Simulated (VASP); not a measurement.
# GaN (I-4m2) in VASP: a series of runs, part 2 of 2

VASP 6.6.1. The steps go on from the part before.

## 3. Single point, PBE (strain +0.0600 x Voigt [0, 0, 1, 0, 0, 0])

Contents of INCAR:

```
ALGO = Normal ; EDIFF = 1E-6
ENCUT = 520 ; GGA = PE
ISIF = 2 ; ISMEAR = 0
LASPH = True ; LCHARG = False
LREAL = False ; LWAVE = False
NBANDS = 16 ; NELM = 80
PREC = Accurate ; SIGMA = 0.05
```

Contents of KPOINTS:

```
k-points
0
Gamma
  10 10 10
```

Contents of POSCAR:

```
GaN
1.0
    0.0000000000      2.2742384873      2.4106927965
    2.2742384873      0.0000000000      2.4106927965
    2.2742384873      2.2742384873      0.0000000000
Ga N
1 1
Direct
    0.0000000000      0.0000000000      0.0000000000
    0.7500000000      0.7500000000      0.7500000000
```

Potentials or basis: VASP PAW PBE potentials, release 64 (Ga_d, N).

Launch:

```console
$ cat potpaw_PBE.64/Ga_d/POTCAR potpaw_PBE.64/N/POTCAR > POTCAR
$ mpirun -np 1 vasp_std > vasp.out
```

OUTCAR:

```text
EDIFF = 1E-6
   ENCUT = 520
   GGA = PE
   ISIF = 2
   ISMEAR = 0
   LASPH = True
   LREAL = False
   NELM = 80
   PREC = Accurate

 ion  position               nearest neighbor table
   1  0.000  0.000  0.000-   2 2.01   2 2.01   2 2.01   2 2.01
   2  0.750  0.750  0.750-   1 2.01   1 2.01   1 2.01   1 2.01

  LATTYP: Found a body centered tetragonal cell.
 ALAT       =     3.2162589128
 C/A-ratio  =     1.4990663761

  Lattice vectors:

 A1 = (  -2.2742384873,   0.0000000000,   2.4106927965)
 A2 = (   2.2742384873,   0.0000000000,   2.4106927965)
 A3 = (   0.0000000000,   2.2742384873,  -2.4106927965)

Analysis of symmetry for initial positions (statically):
=====================================================================
 Subroutine PRICEL returns:
 Original cell was already a primitive cell.

 Routine SETGRP: Setting up the symmetry group for a
 body centered tetragonal supercell.

 Subroutine GETGRP returns: Found  8 space group operations
 (whereof  8 operations were pure point group operations)
 out of a pool of 16 trial point group operations.

The static configuration has the point symmetry D_2d.

Analysis of symmetry for dynamics (positions and initial velocities):
=====================================================================
 Subroutine PRICEL returns:
 Original cell was already a primitive cell.

 Routine SETGRP: Setting up the symmetry group for a
 body centered tetragonal supercell.

 Subroutine GETGRP returns: Found  8 space group operations
 (whereof  8 operations were pure point group operations)
 out of a pool of 16 trial point group operations.

The dynamic configuration has the point symmetry D_2d.

 Subroutine INISYM returns: Found  8 space group operations
 (whereof  8 operations are pure point group operations),
 and found     1 'primitive' translations

----------------------------------------------------------------------------------------

                                     Primitive cell

  volume of cell :      24.9370

  direct lattice vectors                    reciprocal lattice vectors
     0.000000000  2.274238487  2.410692796    -0.219853812  0.219853812  0.207409256
     2.274238487  0.000000000  2.410692796     0.219853812 -0.219853812  0.207409256
     2.274238487  2.274238487  0.000000000     0.219853812  0.219853812 -0.207409256

  length of vectors
     3.314151544  3.314151544  3.216258913     0.373751250  0.373751250  0.373751250

  position of ions in fractional coordinates (direct lattice)
     0.000000000  0.000000000  0.000000000
     0.750000000  0.750000000  0.750000000

  ion indices of the primitive-cell ions
   primitive index   ion index
                 1           1
                 2           2

----------------------------------------------------------------------------------------

 KPOINTS: k-points

Automatic generation of k-mesh.
 Grid dimensions read from file:
 generate k-points for:   10   10   10

 Generating k-lattice:

  Cartesian coordinates                     Fractional coordinates (reciprocal lattice)
    -0.021985381  0.021985381  0.020740926     0.100000000 -0.000000000  0.000000000
     0.021985381 -0.021985381  0.020740926    -0.000000000  0.100000000  0.000000000
     0.021985381  0.021985381 -0.020740926     0.000000000  0.000000000  0.100000000

  Length of vectors
     0.037375125  0.037375125  0.037375125

  Shift w.r.t. Gamma in fractional coordinates (k-lattice)
     0.000000000  0.000000000  0.000000000

 Subroutine IBZKPT returns following result:
 ===========================================

 Found    102 irreducible k-points:

 Following reciprocal coordinates:
            Coordinates               Weight
  0.000000  0.000000  0.000000      1.000000
  0.100000  0.000000  0.000000      8.000000
  0.200000  0.000000  0.000000      8.000000
  0.300000 -0.000000  0.000000      8.000000
  0.400000  0.000000  0.000000      8.000000
  0.500000 -0.000000  0.000000      4.000000
[... 16 lines left out ...]
  0.300000  0.300000  0.000000      2.000000
  0.400000  0.300000  0.000000      8.000000
 [... further k-points ...]
   k-points           NKPTS =    102   k-points in BZ     NKDIM =    102   number of bands    NBANDS=     16
   number of dos      NEDOS =    301   number of ions     NIONS =      2
   total plane-waves  NPLWV =  18816
   dimension x,y,z NGX =    28 NGY =   28 NGZ =   24
   dimension x,y,z NGXF=    56 NGYF=   56 NGZF=   48
   ions per type =               1   1
   NGX,Y,Z   is equivalent  to a cutoff of  14.05, 14.05, 12.41 a.u.
   NGXF,Y,Z  is equivalent  to a cutoff of  28.09, 28.09, 24.81 a.u.
 SYSTEM =  unknown system
   PREC   = accura    normal or accurate (medium, high low for compatibility)
   ISTART =      0    job   : 0-new  1-cont  2-samecut
   ICHARG =      2    charge: 1-file 2-atom 10-const
   ISPIN  =      1    spin polarized calculation?
   LNONCOLLINEAR =      F non collinear calculations
   LSORBIT =      F    spin-orbit coupling
   LASPH  =      T    aspherical Exc in radial PAW
   ENCUT  =  520.0 eV  38.22 Ry    6.18 a.u.   6.16  6.16  5.98*2*pi/ulx,y,z
   NELM   =     80;   NELMIN=  2; NELMDL= -5     # of ELM steps
   EDIFF  = 0.1E-05   stopping-criterion for ELM
   LREAL  =      F    real-space projection
   EDIFFG = 0.1E-04   stopping-criterion for IOM
   NSW    =      0    number of steps for IOM
   IBRION =     -1    ionic relax: 0-MD 1-quasi-New 2-CG
   NFREE  =      0    steps in history (QN), initial steepest desc. (CG)
   ISIF   =      2    stress and relaxation
   ISYM   =      2    0-nonsym 1-usesym 2-fastsym
   POTIM  = 0.5000    time-step for ionic-motion
   TEBEG  =    0.0;   TEEND  =   0.0 temperature during run
   PSTRESS=    0.0 pullay stress
   NELECT =      18.0000    total number of electrons
   NUPDOWN=      -1.0000    fix difference up-down
   EMIN   =  10.00;   EMAX   =-10.00  energy-range for DOS
   EFERMI =   0.00;   METHOD = LEGACY
   ISMEAR =     0;   SIGMA  =   0.05  broadening in eV -4-tet -1-fermi 0-gaus
   EFERMI_NEDOS =   21; number of points for ismear=-14 and -15
   IALGO  =     38    algorithm
   IMIX   =      4    mixing-type and parameters
     AMIX     =   0.40;   BMIX     =  1.00
     AMIX_MAG =   1.60;   BMIX_MAG =  1.00
  volume/ion in A,a.u.               =      12.47        84.14
  Fermi-wavevector in a.u.,A,eV,Ry     =   1.468535  2.775129 29.342267  2.156596
  Thomas-Fermi vector in A             =   2.584021
   LORBIT       =      0    0 simple, 1 ext, 2 COOP (PROOUT), +10 PAW based schemes
   GGA     = PE    functional components
   LHFCALC =     F    Hartree Fock is set to
   AEXX    =    0.0000 exact exchange contribution
   IVDW    =     0    specifies the selected vdW correction
   LEPSILON=     F    determine dielectric tensor
   LRPA    =     F    only Hartree local field effects (RPA)
 non-spin polarized calculation
 Gauss-broadening in eV      SIGMA  =   0.05
  energy-cutoff  :      520.00
  volume of cell :       24.94
 maximum number of plane-waves:       688
 NGX is ok and might be reduce to    28
   NGX = 13   NGY = 13   NGZ = 11

 number of electron      17.9999995 magnetization

 Free energy of the ion-electron system (eV)
  ---------------------------------------------------
  ext. energy  EPLUGINS =         0.00000000
  ---------------------------------------------------
  free energy    TOTEN  =       -12.09078584 eV

  energy without entropy =      -12.09078584  energy(sigma->0) =      -12.09078584

 E-fermi :   4.7558     XC(G=0): -11.2197

 val. band max:        4.4882750061   @ k =   0.0000   0.0000   0.0000
 cond. band min:       5.5496000684   @ k =   0.0000   0.0000   0.0000
 fundamental gap:      1.0613250623
 Fermi energy:         4.7558456222

 k-point     1 :       0.0000    0.0000    0.0000
  band No.  band energies     occupation
      1     -10.8413      2.00000
      2      -9.0543      2.00000
      3      -8.9966      2.00000
      4      -8.9966      2.00000
      5      -8.7796      2.00000
      6      -8.7729      2.00000
[... 8 lines left out ...]
     15      21.5020      0.00000
     16      22.2230      0.00000
[... 419 lines left out ...]
 k-point    24 :       0.4000    0.3000    0.0000
  band No.  band energies     occupation
      1     -10.1846      2.00000
      2      -8.8906      2.00000
      3      -8.8351      2.00000
      4      -8.8338      2.00000
      5      -8.7431      2.00000
      6      -7.8605      2.00000
[... 8 lines left out ...]
     15      25.4440      0.00000
     16      26.3651      0.00000

 [... further k-points ...]

------------------------ aborting loop because EDIFF is reached ----------------------------------------

  FORCE on cell =-STRESS in cart. coord.  units (eV):
  Direction    XX          YY          ZZ          XY          YZ          ZX
  --------------------------------------------------------------------------------------
  -------------------------------------------------------------------------------------
  Total       -0.9405699     -0.9405699     -2.2107232      0.0000000     -0.0000000     -0.0000000
  in kB      -60.4307242    -60.4307242   -142.0368647      0.0000000     -0.0000000     -0.0000000
  external PRESSURE =     -87.6327710 kB  Pullay stress =       0.0000000 kB

 VOLUME and BASIS-vectors are now :
 -----------------------------------------------------------------------------
  energy-cutoff  :      520.00
  volume of cell :       24.94
      direct lattice vectors                 reciprocal lattice vectors
     0.000000000  2.274238487  2.410692796    -0.219853812  0.219853812  0.207409256
     2.274238487  0.000000000  2.410692796     0.219853812 -0.219853812  0.207409256
     2.274238487  2.274238487  0.000000000     0.219853812  0.219853812 -0.207409256

 POSITION                                       TOTAL-FORCE (eV/Angst)
 -----------------------------------------------------------------------------------
      0.00000      0.00000      0.00000        -0.000000     -0.000000      0.000000
      3.41136      3.41136      3.61604         0.000000      0.000000      0.000000
 -----------------------------------------------------------------------------------
    total drift:                               -0.000004     -0.000004     -0.000000

  FREE ENERGIE OF THE ION-ELECTRON SYSTEM (eV)
  ---------------------------------------------------
  free  energy   TOTEN  =       -12.0907858444 eV

  energy  without entropy=      -12.0907858444  energy(sigma->0) =      -12.09078584
```

OSZICAR:

```text
N       E                     dE             d eps       ncg     rms          rms(c)
DAV:   1     0.835985418379E+02    0.83599E+02   -0.94218E+03  3584   0.196E+03
DAV:   2    -0.782323474176E+01   -0.91422E+02   -0.84600E+02  3808   0.325E+02
DAV:   3    -0.138925317281E+02   -0.60693E+01   -0.60466E+01  3808   0.710E+01
DAV:   4    -0.139652639031E+02   -0.72732E-01   -0.72723E-01  4232   0.845E+00
DAV:   5    -0.139662590955E+02   -0.99519E-03   -0.99519E-03  3992   0.864E-01    0.743E+00
DAV:   6    -0.121031351100E+02    0.18631E+01   -0.50361E+00  4936   0.373E+01    0.272E+00
DAV:   7    -0.120992650328E+02    0.38701E-02   -0.28613E-01  3472   0.695E+00    0.174E+00
DAV:   8    -0.120957501355E+02    0.35149E-02   -0.78896E-02  3568   0.312E+00    0.940E-01
DAV:   9    -0.120904018990E+02    0.53482E-02   -0.13000E-02  4736   0.225E+00    0.295E-01
DAV:  10    -0.120908536279E+02   -0.45173E-03   -0.13396E-03  3640   0.367E-01    0.174E-01
DAV:  11    -0.120907826298E+02    0.70998E-04   -0.19853E-04  4632   0.256E-01    0.306E-02
DAV:  12    -0.120907858921E+02   -0.32624E-05   -0.21643E-05  3704   0.433E-02    0.116E-02
DAV:  13    -0.120907858444E+02    0.47720E-07   -0.82821E-07  3152   0.154E-02
   1 F= -.12090786E+02 E0= -.12090786E+02  d E =-.206183E-16
```

It took 69 s on 1 thread of Intel Xeon 8259CL, shared host; peak memory 0.18 GiB.

What came out:

* Free energy: -12.0908 eV
* Pressure: -8.8 GPa
* Band gap on the k mesh: 1.06 eV, direct

Caveat: the cell differs from its parent crystal (strain +0.0600 x Voigt [0, 0, 1, 0, 0, 0]).

## 4. Single point, PBE (strain +0.0525 x Voigt [0, 0, 1, 0, 0, 0])

Contents of INCAR:

```
PREC = Accurate
ENCUT = 520
EDIFF = 1E-6
ISMEAR = 0
SIGMA = 0.05
LREAL = F
LASPH = T
NELM = 60
ALGO = Normal
ISIF = 2
LWAVE = F
LCHARG = T
GGA = PE
LELF = T
LVHAR = T
NBANDS = 16
```

Contents of KPOINTS:

```
regular mesh
0
Gamma
  10 10 10
```

Contents of POSCAR:

```
GaN
1.0
    0.0000000000      2.2742384873      2.3936360079
    2.2742384873      0.0000000000      2.3936360079
    2.2742384873      2.2742384873      0.0000000000
Ga N
1 1
Direct
    0.0000000000      0.0000000000      0.0000000000
    0.7500000000      0.7500000000      0.7500000000
```

Launch:

```console
$ cat potpaw_PBE.64/Ga_d/POTCAR potpaw_PBE.64/N/POTCAR > POTCAR
$ mpirun -np 1 vasp_std > vasp.out
```

Wall time 72 s (1 thread of Intel Xeon 8259CL, shared host); peak memory 0.18 GiB.

The run converged. Its results:

```
Free energy            : -12.1054 eV
Pressure               : -7.8 GPa
Band gap on the k mesh : 1.12 eV, direct
```

Stress tensor (GPa, compression positive):
```
 -5.44   0.00   0.00
  0.00  -5.44   0.00
  0.00   0.00 -12.51
```

Levels at points of the mesh, in eV from the valence-band top:
```tsv
k point	band 7	band 8	band 9	band 10	band 11	band 12
(0.00, 0.00, 0.00)	-0.25	0.00	0.00	1.12	9.70	9.70
(0.50, 0.00, 0.00)	-6.62	-1.14	-0.77	3.96	8.24	9.61
(0.50, 0.50, 0.00)	-6.24	-2.27	-2.27	3.46	6.57	10.71
(0.50, 0.00, 0.50)	-5.71	-2.63	-2.63	3.16	5.86	11.28
```

Caveat: the cell differs from its parent crystal (strain +0.0525 x Voigt [0, 0, 1, 0, 0, 0]).

## 5. The runs side by side

```csv
cell,gap on the mesh (eV),pressure (GPa)
"a = 3.265, b = 3.265, c = 3.216 Å, angles 60.5, 60.5, 59.0°, 2 atoms",1.31,-4.7
"a = 3.314, b = 3.314, c = 3.216 Å, angles 61.0, 61.0, 58.1°, 2 atoms",1.06,-8.8
"a = 3.302, b = 3.302, c = 3.216 Å, angles 60.9, 60.9, 58.3°, 2 atoms",1.12,-7.8
```

Alike in all rows: task single point; level PBE; potentials or basis VASP PAW PBE potentials, release 64 (Ga_d, N); no spin polarisation; k mesh 10 × 10 × 10; cutoff (eV) 520; smearing gaussian 0.05 eV.

Total energies depend on the potentials used, so only differences within one code and one set of settings carry meaning.
